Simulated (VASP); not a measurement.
# Al3In5As8 (P1) in VASP: single point with PBEsol

Aim: the single point of Al3In5As8 with PBEsol.

Everything below comes from runs of VASP 6.6.1. Logs are shortened: lines on timing, memory, paths and dates and some standing lists are left out, and cuts for length are marked.

### Step 1. The cell of the first run

The typed cell holds 64 atoms: a = 11.855 Å, b = 11.855 Å, c = 11.855 Å, α = 90.00°, β = 90.00°, γ = 90.00°.

### Step 2. Single point, PBEsol

INCAR reads:

```
ALGO     = Normal         # electronic algorithm
EDIFF    = 1E-6           # SCF threshold, eV
ENCUT    = 500            # plane-wave cutoff, eV
GGA      = PS             # functional
GGA_COMPAT= False        
ISIF     = 2              # what is computed and relaxed
ISMEAR   = -1             # smearing method
ISYM     = -1           
LASPH    = True           # aspherical terms in the spheres
LCHARG   = True           # write CHGCAR
LELF     = True           # ELF
LREAL    = Auto         
LVHAR    = True         
LWAVE    = False          # write WAVECAR
NBANDS   = 266            # bands
NELM     = 120            # most SCF steps
PREC     = Accurate       # precision mode
SIGMA    = 0.05           # smearing width, eV
```

KPOINTS reads:

```
explicit points
1
Reciprocal
  0.25000000   0.25000000   0.25000000 1
```

POSCAR reads:

```
Al3In5As8
1.0
   11.8546858494      0.0000000000      0.0000000000
    0.0000000000     11.8546858494      0.0000000000
    0.0000000000      0.0000000000     11.8546858494
In Al As
20 12 32
Direct
    0.0003420000      0.9905540000      0.0002280000
    0.0023670000      0.9936600000      0.4997720000
    0.4996450000      0.9937820000      0.0029510000
    0.4974910000      0.9947160000      0.4979820000
    0.4999490000      0.5059310000      0.4956430000
    0.2505230000      0.2562500000      0.0033980000
    0.2478600000      0.2553110000      0.4983290000
    0.7506310000      0.2591270000      0.0013680000
    0.7530410000      0.2563020000      0.5012120000
    0.7535020000      0.7446300000      0.4973310000
    0.2496510000      0.9906440000      0.2499700000
    0.2480500000      0.9924570000      0.7501550000
    0.2460470000      0.5073620000      0.7519050000
    0.7498000000      0.9921630000      0.2481860000
    0.7521950000      0.9962320000      0.7526590000
    0.0005940000      0.2581620000      0.2509600000
    0.9986180000      0.2574080000      0.7505950000
    0.5001970000      0.2572520000      0.2492030000
    0.5030200000      0.2544180000      0.7537140000
    0.4989490000      0.7471610000      0.7540020000
    0.9972110000      0.5078560000      0.0014980000
    0.9991260000      0.5062780000      0.4970560000
    0.5011670000      0.5065440000      0.0038790000
    0.2461340000      0.7427380000      0.0029430000
    0.2434720000      0.7440150000      0.4942580000
    0.7511460000      0.7411060000      0.0015620000
    0.2473150000      0.5076670000      0.2474340000
    0.7511770000      0.5063790000      0.2454830000
    0.7532160000      0.5049180000      0.7536260000
    0.9997660000      0.7407140000      0.2464970000
    0.9989650000      0.7430400000      0.7509730000
    0.4958080000      0.7426630000      0.2447980000
    0.1242030000      0.1234650000      0.1260910000
    0.1238890000      0.1260560000      0.6257780000
    0.1231700000      0.6240810000      0.1240050000
    0.1172160000      0.6305070000      0.6181020000
    0.6253670000      0.1262310000      0.1247290000
    0.6253350000      0.1235340000      0.6244730000
    0.6253430000      0.6252340000      0.1257690000
    0.6312420000      0.6198000000      0.6317570000
    0.3752550000      0.3927070000      0.1267600000
    0.3747320000      0.3796370000      0.6259660000
    0.3722460000      0.8579600000      0.1224260000
    0.3659770000      0.8614220000      0.6163500000
    0.8761560000      0.3922950000      0.1253360000
    0.8764510000      0.3932080000      0.6253930000
    0.8746510000      0.8561100000      0.1247890000
    0.8813820000      0.8656540000      0.6317820000
    0.3731660000      0.1257380000      0.3723690000
    0.3740900000      0.1234980000      0.8760520000
    0.3672540000      0.6305510000      0.3675680000
    0.3740220000      0.6253900000      0.8895090000
    0.8753300000      0.1235070000      0.3743810000
    0.8759230000      0.1263980000      0.8776830000
    0.8803260000      0.6182570000      0.3661490000
    0.8756540000      0.6251120000      0.8760330000
    0.1262000000      0.3928690000      0.3751700000
    0.1172940000      0.3858840000      0.8839410000
    0.1205370000      0.8578080000      0.3709940000
    0.1247840000      0.8557650000      0.8746790000
    0.6338330000      0.3858280000      0.3675640000
    0.6254020000      0.3930590000      0.8771730000
    0.6161570000      0.8616110000      0.3667810000
    0.6328550000      0.8657020000      0.8835580000
```

Potentials or basis: VASP PAW PBE potentials, release 64 (In_d, Al, As).

Launch:

```sh
$ cat potpaw_PBE.64/In_d/POTCAR potpaw_PBE.64/Al/POTCAR potpaw_PBE.64/As/POTCAR > POTCAR
$ mpirun -np 1 vasp_std > vasp.out
```

OUTCAR:

```text
EDIFF = 1E-6
   ENCUT = 500
   GGA = PS
   ISIF = 2
   ISMEAR = -1
   ISYM = -1
   LASPH = True
   LREAL = Auto
   NELM = 120
   PREC = Accurate

 ion  position               nearest neighbor table
   1  0.000  0.991  0.000-  33 2.62  54 2.62  47 2.63  60 2.64
   2  0.002  0.994  0.500-  34 2.60  48 2.61  53 2.62  59 2.62
   3  0.500  0.994  0.003-  37 2.60  64 2.61  50 2.62  43 2.62
   4  0.497  0.995  0.498-  49 2.61  38 2.62  63 2.62  44 2.63
   5  0.500  0.506  0.496-  42 2.61  40 2.62  61 2.62  51 2.64
   6  0.251  0.256  0.003-  33 2.61  58 2.62  50 2.63  41 2.63
[... 56 lines left out ...]
  63  0.616  0.862  0.367-  32 2.47  14 2.62   4 2.62  10 2.64
  64  0.633  0.866  0.884-  26 2.47   3 2.61  15 2.61  20 2.62

IMPORTANT INFORMATION: All symmetrisations will be switched off!
NOSYMM: (Re-)initialisation of all symmetry stuff for point group C_1.

----------------------------------------------------------------------------------------

                                     Primitive cell

  volume of cell :    1665.9814

  direct lattice vectors                    reciprocal lattice vectors
    11.854685849  0.000000000  0.000000000     0.084354829  0.000000000  0.000000000
     0.000000000 11.854685849  0.000000000     0.000000000  0.084354829  0.000000000
     0.000000000  0.000000000 11.854685849     0.000000000  0.000000000  0.084354829

  length of vectors
    11.854685849 11.854685849 11.854685849     0.084354829  0.084354829  0.084354829

  position of ions in fractional coordinates (direct lattice)
     0.000342000  0.990554000  0.000228000
     0.002367000  0.993660000  0.499772000
     0.499645000  0.993782000  0.002951000
     0.497491000  0.994716000  0.497982000
     0.499949000  0.505931000  0.495643000
     0.250523000  0.256250000  0.003398000
[... 56 lines left out ...]
     0.616157000  0.861611000  0.366781000
     0.632855000  0.865702000  0.883558000

  ion indices of the primitive-cell ions
   primitive index   ion index
                 1           1
                 2           2
                 3           3
                 4           4
                 5           5
                 6           6
[... 56 lines left out ...]
                63          63
                64          64

----------------------------------------------------------------------------------------

 KPOINTS: explicit points

Read explicit list of k-points.

 Found      1 k-points:

 Following reciprocal coordinates:
            Coordinates               Weight
  0.250000  0.250000  0.250000      1.000000
   k-points           NKPTS =      1   k-points in BZ     NKDIM =      1   number of bands    NBANDS=    266
   number of dos      NEDOS =    301   number of ions     NIONS =     64
   total plane-waves  NPLWV = 729000
   dimension x,y,z NGX =    90 NGY =   90 NGZ =   90
   dimension x,y,z NGXF=   180 NGYF=  180 NGZF=  180
   ions per type =              20  12  32
   NGX,Y,Z   is equivalent  to a cutoff of  12.62, 12.62, 12.62 a.u.
   NGXF,Y,Z  is equivalent  to a cutoff of  25.24, 25.24, 25.24 a.u.
 SYSTEM =  unknown system
   PREC   = accura    normal or accurate (medium, high low for compatibility)
   ISTART =      0    job   : 0-new  1-cont  2-samecut
   ICHARG =      2    charge: 1-file 2-atom 10-const
   ISPIN  =      1    spin polarized calculation?
   LNONCOLLINEAR =      F non collinear calculations
   LSORBIT =      F    spin-orbit coupling
   LASPH  =      T    aspherical Exc in radial PAW
   ENCUT  =  500.0 eV  36.75 Ry    6.06 a.u.  21.61 21.61 21.61*2*pi/ulx,y,z
   NELM   =    120;   NELMIN=  2; NELMDL= -5     # of ELM steps
   EDIFF  = 0.1E-05   stopping-criterion for ELM
   LREAL  =      T    real-space projection
   EDIFFG = 0.1E-04   stopping-criterion for IOM
   NSW    =      0    number of steps for IOM
   IBRION =     -1    ionic relax: 0-MD 1-quasi-New 2-CG
   NFREE  =      0    steps in history (QN), initial steepest desc. (CG)
   ISIF   =      2    stress and relaxation
   ISYM   =     -1    0-nonsym 1-usesym 2-fastsym
   POTIM  = 0.5000    time-step for ionic-motion
   TEBEG  =    0.0;   TEEND  =   0.0 temperature during run
   PSTRESS=    0.0 pullay stress
   NELECT =     456.0000    total number of electrons
   NUPDOWN=      -1.0000    fix difference up-down
   EMIN   =  10.00;   EMAX   =-10.00  energy-range for DOS
   EFERMI =   0.00;   METHOD = LEGACY
   ISMEAR =    -1;   SIGMA  =   0.05  broadening in eV -4-tet -1-fermi 0-gaus
   EFERMI_NEDOS =   21; number of points for ismear=-14 and -15
   IALGO  =     38    algorithm
   IMIX   =      4    mixing-type and parameters
     AMIX     =   0.40;   BMIX     =  1.00
     AMIX_MAG =   1.60;   BMIX_MAG =  1.00
  volume/ion in A,a.u.               =      26.03       175.67
  Fermi-wavevector in a.u.,A,eV,Ry     =   1.062934  2.008654 15.372259  1.129829
  Thomas-Fermi vector in A             =   2.198402
   LORBIT       =      0    0 simple, 1 ext, 2 COOP (PROOUT), +10 PAW based schemes
   GGA     = PS    functional components
   LHFCALC =     F    Hartree Fock is set to
   AEXX    =    0.0000 exact exchange contribution
   IVDW    =     0    specifies the selected vdW correction
   LEPSILON=     F    determine dielectric tensor
   LRPA    =     F    only Hartree local field effects (RPA)
 non-spin polarized calculation
  energy-cutoff  :      500.00
  volume of cell :     1665.98
 maximum number of plane-waves:     42244
 NGX is ok and might be reduce to    90
   NGX = 43   NGY = 43   NGZ = 43

 number of electron     456.0000011 magnetization

 Free energy of the ion-electron system (eV)
  ---------------------------------------------------
  ext. energy  EPLUGINS =         0.00000000
  ---------------------------------------------------
  free energy    TOTEN  =      -289.74712729 eV

  energy without entropy =     -289.74712486  energy(sigma->0) =     -289.74712608

 E-fermi :   4.6890     XC(G=0):  -9.2235

 val. band max:        3.9746111139   @ k =   0.2500   0.2500   0.2500
 cond. band min:       5.3932939478   @ k =   0.2500   0.2500   0.2500
 fundamental gap:      1.4186828339
 Fermi energy:         4.6889836712

 k-point     1 :       0.2500    0.2500    0.2500
  band No.  band energies     occupation
      1     -10.2597      2.00000
      2     -10.2450      2.00000
      3     -10.2362      2.00000
      4     -10.2350      2.00000
      5     -10.2295      2.00000
      6     -10.2252      2.00000
[... 232 lines left out ...]
    239       6.3314      0.00000
    240       6.3576      0.00000
 [bands above 240 left out]

------------------------ aborting loop because EDIFF is reached ----------------------------------------

  FORCE on cell =-STRESS in cart. coord.  units (eV):
  Direction    XX          YY          ZZ          XY          YZ          ZX
  --------------------------------------------------------------------------------------
  -------------------------------------------------------------------------------------
  Total        1.2049517      1.7359145      1.2938808     -5.3629442     -5.3701885     -5.2131755
  in kB        1.1588042      1.6694321      1.2443275     -5.1575531     -5.1645200     -5.0135203
  external PRESSURE =       1.3575213 kB  Pullay stress =       0.0000000 kB

 VOLUME and BASIS-vectors are now :
 -----------------------------------------------------------------------------
  energy-cutoff  :      500.00
  volume of cell :     1665.98
      direct lattice vectors                 reciprocal lattice vectors
    11.854685849  0.000000000  0.000000000     0.084354829  0.000000000  0.000000000
     0.000000000 11.854685849  0.000000000     0.000000000  0.084354829  0.000000000
     0.000000000  0.000000000 11.854685849     0.000000000  0.000000000  0.084354829

 POSITION                                       TOTAL-FORCE (eV/Angst)
 -----------------------------------------------------------------------------------
      0.00405     11.74271      0.00270        -0.002081     -0.004915      0.009940
      0.02806     11.77953      5.92464        -0.002985      0.001789      0.001553
      5.92313     11.78097      0.03498         0.001487      0.003897      0.004120
      5.89760     11.79205      5.90342        -0.000108     -0.001726     -0.004487
      5.92674      5.99765      5.87569         0.001553     -0.006388     -0.000866
      2.96987      3.03776      0.04028         0.007348     -0.003440     -0.001124
[... 56 lines left out ...]
      7.30435     10.21413      4.34807         0.000525      0.007428      0.014600
      7.50230     10.26263     10.47430        -0.000147      0.003589     -0.002998
 -----------------------------------------------------------------------------------
    total drift:                                0.018149      0.025817     -0.008276

  FREE ENERGIE OF THE ION-ELECTRON SYSTEM (eV)
  ---------------------------------------------------
  free  energy   TOTEN  =      -289.7471272895 eV

  energy  without entropy=     -289.7471248613  energy(sigma->0) =     -289.74712608
```

It took 15 min on 1 thread of Intel Xeon Platinum 8375C at 2.90GHz (Ice Lake), shared host; peak memory 1.4 GiB.

What came out:

| Quantity | Value |
| --- | --- |
| Free energy | -289.7471 eV |
| Pressure | 0.1 GPa |
| Largest force | 0.030 eV/Å |
| Band gap on the k mesh | 1.42 eV |

Forces in eV/Å, atoms in the order of the input:
```
In  -0.002 -0.005  0.010
In  -0.003  0.002  0.002
In   0.001  0.004  0.004
In   0.000 -0.002 -0.004
In   0.002 -0.006 -0.001
In   0.007 -0.003 -0.001
In   0.000 -0.007  0.005
In   0.014 -0.009  0.002
In   0.004 -0.001  0.003
In   0.006  0.002 -0.001
In   0.003  0.012 -0.004
In   0.003  0.014 -0.003
In   0.002 -0.006 -0.003
In  -0.001  0.028  0.008
In   0.001  0.002  0.008
In  -0.002 -0.009  0.000
In   0.002  0.006  0.004
In  -0.007 -0.001  0.006
In   0.003  0.004  0.003
In   0.002 -0.007 -0.003
Al   0.006 -0.002  0.000
Al  -0.002 -0.002  0.008
Al   0.009 -0.005 -0.002
Al  -0.016  0.004 -0.008
Al   0.014  0.006  0.005
Al  -0.007  0.008 -0.014
Al  -0.010 -0.004 -0.008
Al  -0.017 -0.002  0.013
Al   0.001 -0.002  0.004
Al   0.006  0.004 -0.011
Al   0.013 -0.011  0.004
Al   0.004  0.001  0.001
As  -0.011 -0.008  0.005
As   0.002 -0.004 -0.001
As   0.003  0.003 -0.004
As   0.001 -0.003  0.003
As   0.000 -0.010 -0.004
As   0.004  0.000 -0.008
As  -0.001  0.000  0.001
As  -0.016  0.011 -0.005
As  -0.005 -0.013  0.005
As   0.000  0.004  0.000
As   0.000  0.006 -0.001
As   0.009 -0.001  0.002
As   0.007 -0.010 -0.008
As  -0.002 -0.012 -0.002
As   0.008  0.012  0.001
As  -0.020  0.017 -0.015
As   0.001  0.006 -0.003
As  -0.007  0.000  0.008
As   0.006  0.006  0.009
As   0.012 -0.005 -0.014
As   0.012 -0.015 -0.004
As  -0.009  0.001 -0.002
As  -0.011 -0.003  0.004
As  -0.001  0.000  0.003
As   0.008 -0.007  0.001
As   0.000 -0.007 -0.005
As  -0.013  0.005 -0.008
As   0.000  0.007  0.006
As  -0.001  0.001 -0.002
As  -0.014 -0.005 -0.003
As   0.001  0.007  0.015
As   0.000  0.004 -0.003
```

Caveat: the PAW data sets were made with another functional, which shifts forces and pressure a little; spin-orbit coupling is left out, which moves the levels of the heavy elements; a shifted mesh leaves out Γ, where band edges can lie.
